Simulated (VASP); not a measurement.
# Te2Mo (P6_3/mmc) in VASP: notebook

Runs on Te2Mo. Level: PBEsol. Tasks: single point.

Everything below comes from runs of VASP 6.6.1. Logs are shortened: lines on timing, memory, paths and dates and some standing lists are left out, and cuts for length are marked.

## 1. The cell of the first run

Symmetry: P6_3/mmc, No. 194, hexagonal system. The conventional cell has a = 3.581 Å, b = 3.581 Å, c = 14.009 Å, α = 90.00°, β = 90.00°, γ = 120.00°. Within 3.6 Å of Te (site symmetry 3m) lie 3 Mo at 2.74 Å and 6 Te at 3.58 Å. Within 3.6 Å of Mo (site symmetry -6m2) lie 6 Te at 2.74 Å and 6 Mo at 3.58 Å.

## 2. Single point, PBEsol (strain +0.025 along x and y, +0.000 along z)

File INCAR:

```
ALGO     = Normal         # electronic algorithm
EDIFF    = 1E-6           # SCF threshold, eV
ENCUT    = 520            # plane-wave cutoff, eV
GGA      = PS             # functional
ISIF     = 2              # what is computed and relaxed
ISMEAR   = 0              # smearing method
LASPH    = T              # aspherical terms in the spheres
LCHARG   = F              # write CHGCAR
LREAL    = F              # projectors in reciprocal space
LWAVE    = F              # write WAVECAR
NBANDS   = 35             # bands
NELM     = 100            # most SCF steps
PREC     = Accurate       # precision mode
SIGMA    = 0.05           # smearing width, eV
```

File KPOINTS:

```
k-points
0
Gamma
  12 12 2
```

File POSCAR:

```
Te2Mo
1.0
    3.5813440987      0.0000000000      0.0000000000
   -1.7906720493      3.1015349692      0.0000000000
    0.0000000000      0.0000000000     14.0085389608
Te Mo
4 2
Direct
    0.3333333333      0.6666666667      0.6211281373
    0.6666666667      0.3333333333      0.1211281373
    0.3333333333      0.6666666667      0.8788718627
    0.6666666667      0.3333333333      0.3788718627
    0.3333333333      0.6666666667      0.2500000000
    0.6666666667      0.3333333333      0.7500000000
```

Potentials or basis: VASP PAW PBE potentials, release 64 (Te, Mo_sv).

The run is started by

```
$ cat potpaw_PBE.64/Te/POTCAR potpaw_PBE.64/Mo_sv/POTCAR > POTCAR
$ mpirun -np 1 vasp_std > vasp.out
```

OUTCAR:

```text
EDIFF = 1E-6
   ENCUT = 520
   GGA = PS
   ISIF = 2
   ISMEAR = 0
   LASPH = T
   LREAL = F
   NELM = 100
   PREC = Accurate

 ion  position               nearest neighbor table
   1  0.333  0.667  0.621-   6 2.74   6 2.74   6 2.74   3 3.61
   2  0.667  0.333  0.121-   5 2.74   5 2.74   5 2.74   4 3.61
   3  0.333  0.667  0.879-   6 2.74   6 2.74   6 2.74   1 3.61
   4  0.667  0.333  0.379-   5 2.74   5 2.74   5 2.74   2 3.61
   5  0.333  0.667  0.250-   2 2.74   4 2.74   2 2.74   4 2.74   2 2.74   4 2.74
   6  0.667  0.333  0.750-   1 2.74   3 2.74   1 2.74   3 2.74   1 2.74   3 2.74

  LATTYP: Found a hexagonal cell.
 ALAT       =     3.5813440987
 C/A-ratio  =     3.9115311388

  Lattice vectors:

 A1 = (   3.5813440987,   0.0000000000,   0.0000000000)
 A2 = (  -1.7906720493,   3.1015349692,   0.0000000000)
 A3 = (   0.0000000000,   0.0000000000,  14.0085389608)

Analysis of symmetry for initial positions (statically):
=====================================================================
 Subroutine PRICEL returns:
 Original cell was already a primitive cell.

 Routine SETGRP: Setting up the symmetry group for a
 hexagonal supercell.

 Subroutine GETGRP returns: Found 24 space group operations
 (whereof 12 operations were pure point group operations)
 out of a pool of 24 trial point group operations.

The static configuration has the point symmetry D_3d.
 The point group associated with its full space group is D_6h.

Analysis of symmetry for dynamics (positions and initial velocities):
=====================================================================
 Subroutine PRICEL returns:
 Original cell was already a primitive cell.

 Routine SETGRP: Setting up the symmetry group for a
 hexagonal supercell.

 Subroutine GETGRP returns: Found 24 space group operations
 (whereof 12 operations were pure point group operations)
 out of a pool of 24 trial point group operations.

The dynamic configuration has the point symmetry D_3d.
 The point group associated with its full space group is D_6h.

 Subroutine INISYM returns: Found 24 space group operations
 (whereof 12 operations are pure point group operations),
 and found     1 'primitive' translations

----------------------------------------------------------------------------------------

                                     Primitive cell

  volume of cell :     155.6021

  direct lattice vectors                    reciprocal lattice vectors
     3.581344099  0.000000000  0.000000000     0.279224775  0.161210499  0.000000000
    -1.790672049  3.101534969  0.000000000     0.000000000  0.322420998  0.000000000
     0.000000000  0.000000000 14.008538961     0.000000000  0.000000000  0.071385032

  length of vectors
     3.581344099  3.581344099 14.008538961     0.322420998  0.322420998  0.071385032

  position of ions in fractional coordinates (direct lattice)
     0.333333333  0.666666667  0.621128137
     0.666666667  0.333333333  0.121128137
     0.333333333  0.666666667  0.878871863
     0.666666667  0.333333333  0.378871863
     0.333333333  0.666666667  0.250000000
     0.666666667  0.333333333  0.750000000

  ion indices of the primitive-cell ions
   primitive index   ion index
                 1           1
                 2           2
                 3           3
                 4           4
                 5           5
                 6           6

----------------------------------------------------------------------------------------

 KPOINTS: k-points

Automatic generation of k-mesh.
 Grid dimensions read from file:
 generate k-points for:   12   12    2

 Generating k-lattice:

  Cartesian coordinates                     Fractional coordinates (reciprocal lattice)
     0.023268731  0.013434208  0.000000000     0.083333333  0.000000000  0.000000000
     0.000000000  0.026868416  0.000000000     0.000000000  0.083333333  0.000000000
     0.000000000  0.000000000  0.035692516     0.000000000  0.000000000  0.500000000

  Length of vectors
     0.026868416  0.026868416  0.035692516

  Shift w.r.t. Gamma in fractional coordinates (k-lattice)
     0.000000000  0.000000000  0.000000000

 Subroutine IBZKPT returns following result:
 ===========================================

 Found     38 irreducible k-points:

 Following reciprocal coordinates:
            Coordinates               Weight
  0.000000  0.000000  0.000000      1.000000
  0.083333  0.000000  0.000000      6.000000
  0.166667  0.000000  0.000000      6.000000
  0.250000  0.000000  0.000000      6.000000
  0.333333  0.000000  0.000000      6.000000
  0.416667 -0.000000  0.000000      6.000000
[... 16 lines left out ...]
  0.250000  0.000000  0.500000      6.000000
  0.333333  0.000000  0.500000      6.000000
 [... further k-points ...]
   k-points           NKPTS =     38   k-points in BZ     NKDIM =     38   number of bands    NBANDS=     35
   number of dos      NEDOS =    301   number of ions     NIONS =      6
   total plane-waves  NPLWV =  84672
   dimension x,y,z NGX =    28 NGY =   28 NGZ =  108
   dimension x,y,z NGXF=    56 NGYF=   56 NGZF=  216
   ions per type =               4   2
   NGX,Y,Z   is equivalent  to a cutoff of  13.00, 13.00, 12.82 a.u.
   NGXF,Y,Z  is equivalent  to a cutoff of  26.00, 26.00, 25.63 a.u.
 SYSTEM =  unknown system
   PREC   = accura    normal or accurate (medium, high low for compatibility)
   ISTART =      0    job   : 0-new  1-cont  2-samecut
   ICHARG =      2    charge: 1-file 2-atom 10-const
   ISPIN  =      1    spin polarized calculation?
   LNONCOLLINEAR =      F non collinear calculations
   LSORBIT =      F    spin-orbit coupling
   LASPH  =      T    aspherical Exc in radial PAW
   ENCUT  =  520.0 eV  38.22 Ry    6.18 a.u.   6.66  6.66 26.05*2*pi/ulx,y,z
   NELM   =    100;   NELMIN=  2; NELMDL= -5     # of ELM steps
   EDIFF  = 0.1E-05   stopping-criterion for ELM
   LREAL  =      F    real-space projection
   EDIFFG = 0.1E-04   stopping-criterion for IOM
   NSW    =      0    number of steps for IOM
   IBRION =     -1    ionic relax: 0-MD 1-quasi-New 2-CG
   NFREE  =      0    steps in history (QN), initial steepest desc. (CG)
   ISIF   =      2    stress and relaxation
   ISYM   =      2    0-nonsym 1-usesym 2-fastsym
   POTIM  = 0.5000    time-step for ionic-motion
   TEBEG  =    0.0;   TEEND  =   0.0 temperature during run
   PSTRESS=    0.0 pullay stress
   NELECT =      52.0000    total number of electrons
   NUPDOWN=      -1.0000    fix difference up-down
   EMIN   =  10.00;   EMAX   =-10.00  energy-range for DOS
   EFERMI =   0.00;   METHOD = LEGACY
   ISMEAR =     0;   SIGMA  =   0.05  broadening in eV -4-tet -1-fermi 0-gaus
   EFERMI_NEDOS =   21; number of points for ismear=-14 and -15
   IALGO  =     38    algorithm
   IMIX   =      4    mixing-type and parameters
     AMIX     =   0.40;   BMIX     =  1.00
     AMIX_MAG =   1.60;   BMIX_MAG =  1.00
  volume/ion in A,a.u.               =      25.93       175.01
  Fermi-wavevector in a.u.,A,eV,Ry     =   1.136067  2.146856 17.560347  1.290649
  Thomas-Fermi vector in A             =   2.272772
   LORBIT       =      0    0 simple, 1 ext, 2 COOP (PROOUT), +10 PAW based schemes
   GGA     = PS    functional components
   LHFCALC =     F    Hartree Fock is set to
   AEXX    =    0.0000 exact exchange contribution
   IVDW    =     0    specifies the selected vdW correction
   LEPSILON=     F    determine dielectric tensor
   LRPA    =     F    only Hartree local field effects (RPA)
 non-spin polarized calculation
 Gauss-broadening in eV      SIGMA  =   0.05
  energy-cutoff  :      520.00
  volume of cell :      155.60
 maximum number of plane-waves:      4229
 NGX is ok and might be reduce to    28
   NGX = 13   NGY = 13   NGZ = 53

 number of electron      51.9999998 magnetization

 Free energy of the ion-electron system (eV)
  ---------------------------------------------------
  ext. energy  EPLUGINS =         0.00000000
  ---------------------------------------------------
  free energy    TOTEN  =       -39.28517857 eV

  energy without entropy =      -39.28517857  energy(sigma->0) =      -39.28517857

 E-fermi :   7.9886     XC(G=0): -10.4021

 val. band max:        7.5945001985   @ k =   0.0000   0.0000   0.0000
 cond. band min:       8.2857722152   @ k =   0.2500   0.1667   0.0000
 fundamental gap:      0.6912720166
 Fermi energy:         7.9885567814

 k-point     1 :       0.0000    0.0000    0.0000
  band No.  band energies     occupation
      1     -53.2593      2.00000
      2     -53.2593      2.00000
      3     -27.4159      2.00000
      4     -27.4159      2.00000
      5     -27.3294      2.00000
      6     -27.3294      2.00000
[... 27 lines left out ...]
     34      10.6975      0.00000
     35      12.8420      0.00000

 k-point     2 :       0.0833    0.0000    0.0000
  band No.  band energies     occupation
      1     -53.2588      2.00000
      2     -53.2588      2.00000
      3     -27.4143      2.00000
      4     -27.4143      2.00000
      5     -27.3366      2.00000
      6     -27.3366      2.00000
[... 27 lines left out ...]
     34      10.5217      0.00000
     35      13.3185      0.00000

 k-point     3 :       0.1667    0.0000    0.0000
  band No.  band energies     occupation
      1     -53.2574      2.00000
      2     -53.2574      2.00000
      3     -27.4100      2.00000
      4     -27.4100      2.00000
      5     -27.3563      2.00000
      6     -27.3563      2.00000
[... 27 lines left out ...]
     34      10.7256      0.00000
     35      13.7185      0.00000

 k-point     4 :       0.2500    0.0000    0.0000
  band No.  band energies     occupation
      1     -53.2555      2.00000
      2     -53.2555      2.00000
      3     -27.4042      2.00000
      4     -27.4042      2.00000
      5     -27.3830      2.00000
      6     -27.3830      2.00000
[... 27 lines left out ...]
     34      10.9595      0.00000
     35      13.5505      0.00000

 k-point     5 :       0.3333    0.0000    0.0000
  band No.  band energies     occupation
      1     -53.2537      2.00000
      2     -53.2536      2.00000
      3     -27.4096      2.00000
      4     -27.4096      2.00000
      5     -27.3983      2.00000
      6     -27.3983      2.00000
[... 638 lines left out ...]
 k-point    22 :       0.1667    0.0000    0.5000
  band No.  band energies     occupation
      1     -53.2574      2.00000
      2     -53.2574      2.00000
      3     -27.4100      2.00000
      4     -27.4100      2.00000
      5     -27.3563      2.00000
      6     -27.3563      2.00000
[... 27 lines left out ...]
     34      10.6062      0.00000
     35      14.1181      0.00000

 k-point    23 :       0.2500    0.0000    0.5000
  band No.  band energies     occupation
      1     -53.2555      2.00000
      2     -53.2555      2.00000
      3     -27.4042      2.00000
      4     -27.4042      2.00000
      5     -27.3830      2.00000
      6     -27.3830      2.00000
[... 27 lines left out ...]
     34      10.7634      0.00000
     35      13.4832      0.00000

 k-point    24 :       0.3333    0.0000    0.5000
  band No.  band energies     occupation
      1     -53.2536      2.00000
      2     -53.2536      2.00000
      3     -27.4096      2.00000
      4     -27.4096      2.00000
      5     -27.3983      2.00000
      6     -27.3983      2.00000
[... 27 lines left out ...]
     34      10.8623      0.00000
     35      12.5562      0.00000

 [... further k-points ...]
[... 5 lines left out ...]
  --------------------------------------------------------------------------------------
  -------------------------------------------------------------------------------------
  Total       -4.5144032     -4.5144032     -3.1013181     -0.0000000      0.0000000     -0.0000000
  in kB      -46.4831292    -46.4831292    -31.9331180     -0.0000000      0.0000000     -0.0000000
  external PRESSURE =     -41.6331255 kB  Pullay stress =       0.0000000 kB

 VOLUME and BASIS-vectors are now :
 -----------------------------------------------------------------------------
  energy-cutoff  :      520.00
  volume of cell :      155.60
      direct lattice vectors                 reciprocal lattice vectors
     3.581344099  0.000000000  0.000000000     0.279224775  0.161210499  0.000000000
    -1.790672049  3.101534969  0.000000000     0.000000000  0.322420998  0.000000000
     0.000000000  0.000000000 14.008538961     0.000000000  0.000000000  0.071385032

 POSITION                                       TOTAL-FORCE (eV/Angst)
 -----------------------------------------------------------------------------------
     -0.00000      2.06769      8.70110         0.000000     -0.000000      0.391249
      1.79067      1.03384      1.69683        -0.000000      0.000000      0.391249
     -0.00000      2.06769     12.31171         0.000000     -0.000000     -0.391249
      1.79067      1.03384      5.30744        -0.000000      0.000000     -0.391249
     -0.00000      2.06769      3.50213        -0.000000      0.000000      0.000000
      1.79067      1.03384     10.50640         0.000000     -0.000000      0.000000
 -----------------------------------------------------------------------------------
    total drift:                                0.000000     -0.000000      0.000000

  FREE ENERGIE OF THE ION-ELECTRON SYSTEM (eV)
  ---------------------------------------------------
  free  energy   TOTEN  =       -39.2851785669 eV

  energy  without entropy=      -39.2851785669  energy(sigma->0) =      -39.28517857
```

Wall time 3.1 min (1 thread of Intel Xeon Platinum 8488C (Sapphire Rapids), shared host); peak memory 0.37 GiB.

What came out:

| Property | Result |
| --- | --- |
| Free energy | -39.2852 eV |
| Pressure | -4.2 GPa |
| Largest force | 0.391 eV/Å |
| Band gap on the k mesh | 0.69 eV, indirect (least direct gap 0.93 eV) |

Forces in eV/Å, atoms in the order of the input:
```
Te   0.000  0.000  0.391
Te   0.000  0.000  0.391
Te   0.000  0.000 -0.391
Te   0.000  0.000 -0.391
Mo   0.000  0.000  0.000
Mo   0.000  0.000  0.000
```

Caveat: the cell differs from its parent crystal (strain +0.025 along x and y, +0.000 along z); the PAW data sets were made with another functional, which shifts forces and pressure a little; spin-orbit coupling is left out, which moves the levels of the heavy elements; this functional lacks dispersion, which binds the layers, so the pressure and a relaxed spacing across them are unreliable. A k mesh can miss the band edges.

(Part 1 of 2 ends here.)
